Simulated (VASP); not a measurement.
# Al3Cu (P4/mmm) in VASP: further runs

The runs below take Al3Cu through single point, with r2SCAN.

Everything below comes from runs of VASP 6.6.1. Logs are shortened: lines on timing, memory, paths and dates and some standing lists are left out, and cuts for length are marked.

## (1) The cell of the first run

It takes space group P4/mmm (No. 123, tetragonal). The conventional cell has a = 2.778 Å, b = 2.778 Å, c = 7.513 Å, α = 90.00°, β = 90.00°, γ = 90.00°. Within 4.0 Å of Al (site symmetry 4/mmm) lie 16 Al at 2.78 to 3.93 Å and 2 Cu at 3.76 Å. Al (site symmetry 4mm) has 4 Cu at 2.60 Å and 9 Al at 2.78 to 3.40 Å within 3.4 Å. Cu (site symmetry 4/mmm) has 8 Al at 2.60 Å and 4 Cu at 2.78 Å within 3.4 Å.

## (2) Single point, r2SCAN

File POSCAR:

```
Al3Cu
1.0
    2.7784054294      0.0000000000      0.0000000000
    0.0000000000      2.7784054294      0.0000000000
    0.0000000000      0.0000000000      7.5134034100
Al Cu
3 1
Direct
    0.0000000000      0.0000000000      0.5000000000
    0.5000000000      0.5000000000      0.2261155100
    0.5000000000      0.5000000000      0.7738844900
    0.0000000000      0.0000000000      0.0000000000
```

File INCAR.step1:

```
SYSTEM = Al3Cu
PREC = Accurate
ENCUT = 520
ISMEAR = 0
SIGMA = 0.01
LREAL = .FALSE.
LASPH = .TRUE.
NELM = 60
NBANDS = 18
GGA = PE
ALGO = Normal
EDIFF = 1E-4
LWAVE = .TRUE.
LCHARG = .FALSE.
```

File INCAR.step2:

```
SYSTEM = Al3Cu
PREC = Accurate
ENCUT = 520
EDIFF = 1E-6
ISMEAR = 0
SIGMA = 0.01
LREAL = .FALSE.
LASPH = .TRUE.
NELM = 60
ALGO = Normal
ISIF = 2
LWAVE = .FALSE.
LCHARG = .FALSE.
METAGGA = R2SCAN
LMIXTAU = .TRUE.
NBANDS = 18
ISTART = 1
```

File KPOINTS:

```
regular mesh
0
G
  8 8 3
  0 0 0
```

Potentials or basis: VASP PAW PBE potentials, release 64 (Al, Cu).

Started as:

```console
$ cat potpaw_PBE.64/Al/POTCAR potpaw_PBE.64/Cu/POTCAR > POTCAR
$ cp INCAR.step1 INCAR
$ mpirun -np 1 vasp_std > vasp.out
$ cp INCAR.step2 INCAR
$ mpirun -np 1 vasp_std > vasp.out
```

OUTCAR:

```text
SYSTEM = Al3Cu
   PREC = Accurate
   ENCUT = 520
   EDIFF = 1E-6
   ISMEAR = 0
   LREAL = .FALSE.
   LASPH = .TRUE.
   NELM = 60
   ISIF = 2
   METAGGA = R2SCAN
   ISTART = 1

 ion  position               nearest neighbor table
   1  0.000  0.000  0.500-   2 2.85   3 2.85   2 2.85   3 2.85   2 2.85   3 2.85   2 2.85   3 2.85

   2  0.500  0.500  0.226-   4 2.60   4 2.60   4 2.60   4 2.60   1 2.85   1 2.85   1 2.85   1 2.85

   3  0.500  0.500  0.774-   4 2.60   4 2.60   4 2.60   4 2.60   1 2.85   1 2.85   1 2.85   1 2.85

   4  0.000  0.000  0.000-   2 2.60   3 2.60   2 2.60   3 2.60   2 2.60   3 2.60   2 2.60   3 2.60

  LATTYP: Found a simple tetragonal cell.
 ALAT       =     2.7784054294
 C/A-ratio  =     2.7042141980

  Lattice vectors:

 A1 = (   2.7784054294,   0.0000000000,   0.0000000000)
 A2 = (   0.0000000000,   2.7784054294,   0.0000000000)
 A3 = (   0.0000000000,   0.0000000000,   7.5134034100)

Analysis of symmetry for initial positions (statically):
=====================================================================
 Subroutine PRICEL returns:
 Original cell was already a primitive cell.

 Routine SETGRP: Setting up the symmetry group for a
 simple tetragonal supercell.

 Subroutine GETGRP returns: Found 16 space group operations
 (whereof 16 operations were pure point group operations)
 out of a pool of 16 trial point group operations.

The static configuration has the point symmetry D_4h.

Analysis of symmetry for dynamics (positions and initial velocities):
=====================================================================
 Subroutine PRICEL returns:
 Original cell was already a primitive cell.

 Routine SETGRP: Setting up the symmetry group for a
 simple tetragonal supercell.

 Subroutine GETGRP returns: Found 16 space group operations
 (whereof 16 operations were pure point group operations)
 out of a pool of 16 trial point group operations.

The dynamic configuration has the point symmetry D_4h.

 Subroutine INISYM returns: Found 16 space group operations
 (whereof 16 operations are pure point group operations),
 and found     1 'primitive' translations

----------------------------------------------------------------------------------------

                                     Primitive cell

  volume of cell :      58.0000

  direct lattice vectors                    reciprocal lattice vectors
     2.778405429  0.000000000  0.000000000     0.359918675  0.000000000  0.000000000
     0.000000000  2.778405429  0.000000000     0.000000000  0.359918675  0.000000000
     0.000000000  0.000000000  7.513403410     0.000000000  0.000000000  0.133095476

  length of vectors
     2.778405429  2.778405429  7.513403410     0.359918675  0.359918675  0.133095476

  position of ions in fractional coordinates (direct lattice)
     0.000000000  0.000000000  0.500000000
     0.500000000  0.500000000  0.226115510
     0.500000000  0.500000000  0.773884490
     0.000000000  0.000000000  0.000000000

  ion indices of the primitive-cell ions
   primitive index   ion index
                 1           1
                 2           2
                 3           3
                 4           4

----------------------------------------------------------------------------------------

 KPOINTS: regular mesh

Automatic generation of k-mesh.
 Grid dimensions read from file:
 generate k-points for:    8    8    3

 Generating k-lattice:

  Cartesian coordinates                     Fractional coordinates (reciprocal lattice)
     0.044989834  0.000000000  0.000000000     0.125000000  0.000000000  0.000000000
     0.000000000  0.044989834  0.000000000     0.000000000  0.125000000  0.000000000
     0.000000000  0.000000000  0.044365159     0.000000000  0.000000000  0.333333333

  Length of vectors
     0.044989834  0.044989834  0.044365159

  Shift w.r.t. Gamma in fractional coordinates (k-lattice)
     0.000000000  0.000000000  0.000000000

 Subroutine IBZKPT returns following result:
 ===========================================

 Found     30 irreducible k-points:

 Following reciprocal coordinates:
            Coordinates               Weight
  0.000000  0.000000  0.000000      1.000000
  0.125000  0.000000  0.000000      4.000000
  0.250000  0.000000  0.000000      4.000000
  0.375000  0.000000  0.000000      4.000000
  0.500000  0.000000  0.000000      2.000000
  0.125000  0.125000  0.000000      4.000000
[... 16 lines left out ...]
  0.375000  0.125000  0.333333     16.000000
  0.500000  0.125000  0.333333      8.000000
 [... further k-points ...]
   k-points           NKPTS =     30   k-points in BZ     NKDIM =     30   number of bands    NBANDS=     18
   number of dos      NEDOS =    301   number of ions     NIONS =      4
   total plane-waves  NPLWV =  32256
   dimension x,y,z NGX =    24 NGY =   24 NGZ =   56
   dimension x,y,z NGXF=    48 NGYF=   48 NGZF=  112
   ions per type =               3   1
   NGX,Y,Z   is equivalent  to a cutoff of  14.36, 14.36, 12.39 a.u.
   NGXF,Y,Z  is equivalent  to a cutoff of  28.72, 28.72, 24.78 a.u.
 SYSTEM =  Al3Cu
   PREC   = accura    normal or accurate (medium, high low for compatibility)
   ISTART =      1    job   : 0-new  1-cont  2-samecut
   ICHARG =      0    charge: 1-file 2-atom 10-const
   ISPIN  =      1    spin polarized calculation?
   LNONCOLLINEAR =      F non collinear calculations
   LSORBIT =      F    spin-orbit coupling
   LASPH  =      T    aspherical Exc in radial PAW
   ENCUT  =  520.0 eV  38.22 Ry    6.18 a.u.   5.17  5.17 13.97*2*pi/ulx,y,z
   NELM   =     60;   NELMIN=  2; NELMDL=  0     # of ELM steps
   EDIFF  = 0.1E-05   stopping-criterion for ELM
   LREAL  =      F    real-space projection
   EDIFFG = 0.1E-04   stopping-criterion for IOM
   NSW    =      0    number of steps for IOM
   IBRION =     -1    ionic relax: 0-MD 1-quasi-New 2-CG
   NFREE  =      0    steps in history (QN), initial steepest desc. (CG)
   ISIF   =      2    stress and relaxation
   ISYM   =      2    0-nonsym 1-usesym 2-fastsym
   POTIM  = 0.5000    time-step for ionic-motion
   TEBEG  =    0.0;   TEEND  =   0.0 temperature during run
   PSTRESS=    0.0 pullay stress
   NELECT =      20.0000    total number of electrons
   NUPDOWN=      -1.0000    fix difference up-down
   EMIN   =  10.00;   EMAX   =-10.00  energy-range for DOS
   EFERMI =   0.00;   METHOD = LEGACY
   ISMEAR =     0;   SIGMA  =   0.01  broadening in eV -4-tet -1-fermi 0-gaus
   EFERMI_NEDOS =   21; number of points for ismear=-14 and -15
   IALGO  =     38    algorithm
   IMIX   =      4    mixing-type and parameters
     AMIX     =   0.40;   BMIX     =  1.00
     AMIX_MAG =   1.60;   BMIX_MAG =  1.00
  volume/ion in A,a.u.               =      14.50        97.85
  Fermi-wavevector in a.u.,A,eV,Ry     =   1.148001  2.169407 17.931197  1.317906
  Thomas-Fermi vector in A             =   2.284678
   LORBIT       =      0    0 simple, 1 ext, 2 COOP (PROOUT), +10 PAW based schemes
   METAGGA = R2SCAN    functional components
   LHFCALC =     F    Hartree Fock is set to
   AEXX    =    0.0000 exact exchange contribution
   IVDW    =     0    specifies the selected vdW correction
   LEPSILON=     F    determine dielectric tensor
   LRPA    =     F    only Hartree local field effects (RPA)
 non-spin polarized calculation
 Gauss-broadening in eV      SIGMA  =   0.01
  energy-cutoff  :      520.00
  volume of cell :       58.00
 maximum number of plane-waves:      1580
 NGX is ok and might be reduce to    24
   NGX = 11   NGY = 11   NGZ = 27

 number of electron      20.0000014 magnetization

 Free energy of the ion-electron system (eV)
  ---------------------------------------------------
  ext. energy  EPLUGINS =         0.00000000
  ---------------------------------------------------
  free energy    TOTEN  =       -31.35276399 eV

  energy without entropy =      -31.35235596  energy(sigma->0) =      -31.35255998

 E-fermi :   8.5490     XC(G=0): -11.7258

 val. band max:        8.5341665532   @ k =   0.2500   0.1250   0.0000
 cond. band min:       8.5535194594   @ k =   0.2500   0.1250   0.3333
 fundamental gap:      0.0193529062
 Fermi energy:         8.5489514324

 k-point     1 :       0.0000    0.0000    0.0000
  band No.  band energies     occupation
      1      -3.3972      2.00000
      2      -0.8164      2.00000
      3      -0.3868      2.00000
      4       3.9607      2.00000
      5       4.0204      2.00000
      6       4.8736      2.00000
[... 10 lines left out ...]
     17      18.3693      0.00000
     18      18.3693      0.00000

 k-point     2 :       0.1250    0.0000    0.0000
  band No.  band energies     occupation
      1      -3.0778      2.00000
      2      -0.5252      2.00000
      3      -0.0671      2.00000
      4       4.0111      2.00000
      5       4.1049      2.00000
      6       4.6849      2.00000
[... 10 lines left out ...]
     17      18.7195      0.00000
     18      19.0428      0.00000

 k-point     3 :       0.2500    0.0000    0.0000
  band No.  band energies     occupation
      1      -2.1273      2.00000
      2       0.3285      2.00000
      3       0.8750      2.00000
      4       4.1037      2.00000
      5       4.2771      2.00000
      6       4.3571      2.00000
[... 10 lines left out ...]
     17      18.9641      0.00000
     18      19.1381      0.00000

 k-point     4 :       0.3750    0.0000    0.0000
  band No.  band energies     occupation
      1      -0.5731      2.00000
      2       1.6411      2.00000
      3       2.3541      2.00000
      4       3.6837      2.00000
      5       4.0660      2.00000
      6       4.3125      2.00000
[... 375 lines left out ...]
      4       3.9513      2.00000
      5       4.2099      2.00000
      6       4.6071      2.00000
[... 10 lines left out ...]
     17      17.7636      0.00000
     18      18.2338      0.00000

 k-point    23 :       0.3750    0.1250    0.3333
  band No.  band energies     occupation
      1       0.0031      2.00000
      2       0.9150      2.00000
      3       3.4090      2.00000
      4       3.9164      2.00000
      5       4.1037      2.00000
      6       4.5135      2.00000
[... 10 lines left out ...]
     17      18.5982      0.00000
     18      19.1486      0.00000

 k-point    24 :       0.5000    0.1250    0.3333
  band No.  band energies     occupation
      1       1.9994      2.00000
      2       2.0077      2.00000
      3       2.7080      2.00000
      4       2.8543      2.00000
      5       3.9756      2.00000
      6       4.2947      2.00000
[... 10 lines left out ...]
     17      17.3941      0.00000
     18      18.2112      0.00000

 [... further k-points ...]
[... 5 lines left out ...]
  --------------------------------------------------------------------------------------
  -------------------------------------------------------------------------------------
  Total       -0.1007109     -0.1007109      0.5667957      0.0000000      0.0000000      0.0000000
  in kB       -2.7820120     -2.7820120     15.6570215      0.0000000      0.0000000      0.0000000
  external PRESSURE =       3.3643325 kB  Pullay stress =       0.0000000 kB

 VOLUME and BASIS-vectors are now :
 -----------------------------------------------------------------------------
  energy-cutoff  :      520.00
  volume of cell :       58.00
      direct lattice vectors                 reciprocal lattice vectors
     2.778405429  0.000000000  0.000000000     0.359918675  0.000000000  0.000000000
     0.000000000  2.778405429  0.000000000     0.000000000  0.359918675  0.000000000
     0.000000000  0.000000000  7.513403410     0.000000000  0.000000000  0.133095476

 POSITION                                       TOTAL-FORCE (eV/Angst)
 -----------------------------------------------------------------------------------
      0.00000      0.00000      3.75670        -0.000000      0.000000      0.000000
      1.38920      1.38920      1.69890         0.000000      0.000000     -0.205353
      1.38920      1.38920      5.81451        -0.000000     -0.000000      0.205353
      0.00000      0.00000      0.00000        -0.000000      0.000000      0.000000
 -----------------------------------------------------------------------------------
    total drift:                                0.000000      0.000000     -0.000000

  FREE ENERGIE OF THE ION-ELECTRON SYSTEM (eV)
  ---------------------------------------------------
  free  energy   TOTEN  =       -31.3527639899 eV

  energy  without entropy=      -31.3523559629  energy(sigma->0) =      -31.35255998
```

It took 3.1 min on 1 thread of Intel Xeon 8259CL, shared host; peak memory 0.19 GiB.

What came out:

* Free energy: -31.3528 eV
* Pressure: 0.3 GPa
* Largest force: 0.205 eV/Å
* Band gap on the k mesh: zero (bands 10 and 11 overlap by 5.15 eV)

Forces in eV/Å, atoms in the order of the input:
```
Al   0.000  0.000  0.000
Al   0.000  0.000 -0.205
Al   0.000  0.000  0.205
Cu   0.000  0.000  0.000
```

Stress tensor (GPa, compression positive):
```
-0.28  0.00  0.00
 0.00 -0.28  0.00
 0.00  0.00  1.57
```

Caveat: the PAW data sets were made with another functional, which shifts forces and pressure a little.

## (3) Single point, r2SCAN

POSCAR is that of step 2.

File INCAR.step1:

```
SYSTEM = Al3Cu
PREC = Accurate
ENCUT = 520
ISMEAR = 0
SIGMA = 0.05
LREAL = .False.
LASPH = .True.
NELM = 100
NBANDS = 18
GGA = PE
ALGO = Normal
EDIFF = 1E-4
LWAVE = .True.
LCHARG = .False.
```

File INCAR.step2:

```
SYSTEM = Al3Cu
PREC = Accurate
ENCUT = 520
EDIFF = 1E-7
ISMEAR = 0
SIGMA = 0.05
LREAL = .False.
LASPH = .True.
NELM = 100
ALGO = Normal
ISIF = 2
LWAVE = .False.
LCHARG = .True.
METAGGA = R2SCAN
LMIXTAU = .True.
LELF = .True.
LVHAR = .True.
NBANDS = 18
ISTART = 1
```

File KPOINTS:

```
regular mesh
0
Gamma
  8 8 3
  0 0 0
```

Potentials or basis: VASP PAW PBE potentials, release 64 (Al, Cu).

Started as:

```console
$ cat potpaw_PBE.64/Al/POTCAR potpaw_PBE.64/Cu/POTCAR > POTCAR
$ cp INCAR.step1 INCAR
$ mpirun -np 1 vasp_std > vasp.out
$ cp INCAR.step2 INCAR
$ mpirun -np 1 vasp_std > vasp.out
```

Wall time 2.9 min (1 thread of Intel Xeon 8259CL, shared host); peak memory 0.19 GiB.

It converged, with:

```
Free energy            : -31.3554 eV
Pressure               : 0.4 GPa
Largest force          : 0.160 eV/Å
Band gap on the k mesh : zero (bands 10 and 11 overlap by 5.16 eV)
```

Forces in eV/Å, atoms in the order of the input:
```
Al   0.000  0.000  0.000
Al   0.000  0.000 -0.160
Al   0.000  0.000  0.160
Cu   0.000  0.000  0.000
```

Stress tensor (GPa, compression positive):
```
0.32 0.00 0.00
0.00 0.32 0.00
0.00 0.00 0.61
```

Levels at points of the mesh, in eV from the Fermi level:
| k point | band 8 | band 9 | band 10 | band 11 | band 12 | band 13 |
| --- | --- | --- | --- | --- | --- | --- |
| (0.00, 0.00, 0.00) | -3.29 | -1.83 | 0.78 | 6.52 | 7.04 | 7.04 |
| (0.50, 0.00, 0.00) | -3.77 | -3.59 | -2.44 | -1.86 | 2.92 | 4.18 |
| (0.50, 0.50, 0.00) | -0.64 | -0.41 | 0.18 | 0.18 | 0.45 | 0.45 |

Caveat: the PAW data sets were made with another functional, which shifts forces and pressure a little.

## (4) Single point, r2SCAN

POSCAR is that of step 3.

File INCAR.step1:

```
PREC = Accurate
ENCUT = 520
ISMEAR = 0
SIGMA = 0.1
LREAL = F
LASPH = T
NELM = 80
NBANDS = 18
GGA = PE
ALGO = Normal
EDIFF = 1E-4
LWAVE = T
LCHARG = F
```

File INCAR.step2:

```
PREC = Accurate
ENCUT = 520
EDIFF = 1E-7
ISMEAR = 0
SIGMA = 0.1
LREAL = F
LASPH = T
NELM = 80
ALGO = Normal
ISIF = 2
LWAVE = F
LCHARG = T
METAGGA = R2SCAN
LMIXTAU = T
LELF = T
LVHAR = T
NBANDS = 18
ISTART = 1
```

File KPOINTS:

```
regular mesh
0
Gamma
  8 8 3
```

Started as:

```console
$ cat potpaw_PBE.64/Al/POTCAR potpaw_PBE.64/Cu/POTCAR > POTCAR
$ cp INCAR.step1 INCAR
$ mpirun -np 1 vasp_std > vasp.out
$ cp INCAR.step2 INCAR
$ mpirun -np 1 vasp_std > vasp.out
```

Wall time 3.5 min (1 thread of Intel Xeon 8259CL, shared host); peak memory 0.19 GiB.

It converged, with:

* Free energy: -31.3606 eV
* Pressure: 0.4 GPa
* Largest force: 0.120 eV/Å
* Band gap on the k mesh: zero (bands 10 and 11 overlap by 5.17 eV)

Forces on the atoms (eV/Å):
```
Al   0.000  0.000  0.000
Al   0.000  0.000 -0.120
Al   0.000  0.000  0.120
Cu   0.000  0.000  0.000
```

Stress tensor (GPa, compression positive):
```
0.54 0.00 0.00
0.00 0.54 0.00
0.00 0.00 0.21
```

Levels at points of the mesh, in eV from the Fermi level:
```
           k point  band 8  band 9  band 10  band 11  band 12  band 13
(0.00, 0.00, 0.00)   -3.30   -1.82     0.79     6.53     7.04     7.04
(0.50, 0.00, 0.00)   -3.77   -3.60    -2.43    -1.86     2.92     4.18
(0.50, 0.50, 0.00)   -0.62   -0.40     0.18     0.18     0.45     0.45
```

Caveat: the PAW data sets were made with another functional, which shifts forces and pressure a little.

## (5) Summary

```csv
smearing,gap on the mesh (eV),pressure (GPa),largest force (eV/Å)
gaussian 0.01 eV,none,0.3,0.21
gaussian 0.05 eV,none,0.4,0.16
gaussian 0.1 eV,none,0.4,0.12
```

Alike in all rows: task single point; level r2SCAN; potentials or basis VASP PAW PBE potentials, release 64 (Al, Cu); no spin polarisation; cell as given; k mesh 8 × 8 × 3; cutoff (eV) 520.

Caveats: the PAW data sets were made with another functional, which shifts forces and pressure a little.

Absolute energies hang on the potentials; compare differences alone.
